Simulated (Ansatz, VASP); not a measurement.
**One calculation of AlN, two programs**

Contents of INCAR:

```
SYSTEM = AlN
PREC = Accurate
ENCUT = 520
EDIFF = 1E-6
ISMEAR = 0
SIGMA = 0.05
LREAL = .False.
LASPH = .True.
NELM = 100
ALGO = Normal
ISIF = 2
LWAVE = .False.
LCHARG = .False.
GGA = PE
NBANDS = 26
```

Contents of KPOINTS:

```
Automatic mesh
0
Gamma
  8 6 4
  0 0 0
```

File POSCAR:

```
AlN
1.0
   -1.6567491617      2.8695737234      0.0000000000
    0.0000000000      0.0000000000      4.1874629526
    4.9702474850      2.8695737234      0.0000000000
Al N
4 4
Direct
    0.6836717406      0.7500000000      0.2025397299
    0.0000000000      0.7500000000      0.6666666667
    0.0000000000      0.2500000000      0.3333333333
    0.5000000000      0.2500000000      0.8333333333
    0.5000000000      0.2500000000      0.1666666667
    0.0000000000      0.2500000000      0.6666666667
    0.0000000000      0.7500000000      0.3333333333
    0.5000000000      0.7500000000      0.8333333333
```

Input for Ansatz:

```yaml
crystal:
  lattice:
    - [-1.6567491617, 2.8695737234, 0.0]
    - [0.0, 0.0, 4.1874629526]
    - [4.970247485, 2.8695737234, 0.0]
  atoms:
    - { symbol: Al, position: [0.6836717406, 0.75, 0.2025397299] }
    - { symbol: Al, position: [0.0, 0.75, 0.6666666667] }
    - { symbol: Al, position: [0.0, 0.25, 0.3333333333] }
    - { symbol: Al, position: [0.5, 0.25, 0.8333333333] }
    - { symbol: "N", position: [0.5, 0.25, 0.1666666667] }
    - { symbol: "N", position: [0.0, 0.25, 0.6666666667] }
    - { symbol: "N", position: [0.0, 0.75, 0.3333333333] }
    - { symbol: "N", position: [0.5, 0.75, 0.8333333333] }
basis:
  ecutwfc: 420
kpoints:
  mp_grid: { grid: [8, 6, 4] }
hamiltonian:
  xc: pbe
  pseudopotentials: { kind: paw, azcp: { folder: soft_1 } }
scf:
  occupations: { method: gaussian, width: 0.05 }
output:
  forces: true
  stress: true
  eigenvalues: true
```

Alike in both runs: task single point; functional PBE; k mesh 8 × 6 × 4; occupations gaussian, width 0.05 eV; no spin polarisation.

|  | VASP | Ansatz |
| --- | --- | --- |
| version | VASP 6.6.1 | Ansatz 0.2.0 |
| potentials or method | VASP PAW PBE potentials, release 64 (Al, N), cutoff 520 eV | scalar-relativistic, plane waves, PAW |
| valence electrons in the cell | 32 | 32 |

Ansatz gave:

- gap on the k mesh at the Fermi level (eV): 2.94
- least direct gap on the mesh (eV): 2.94
- rms of the force components (eV/Å): 12.280

Problem. Estimate VASP's values.

Solution. gap on the k mesh at the Fermi level (eV): 2.94; least direct gap on the mesh (eV): 2.94; rms of the force components (eV/Å): 11.987.

Atom by atom the forces differ by 0.294 eV/Å (rms over components).
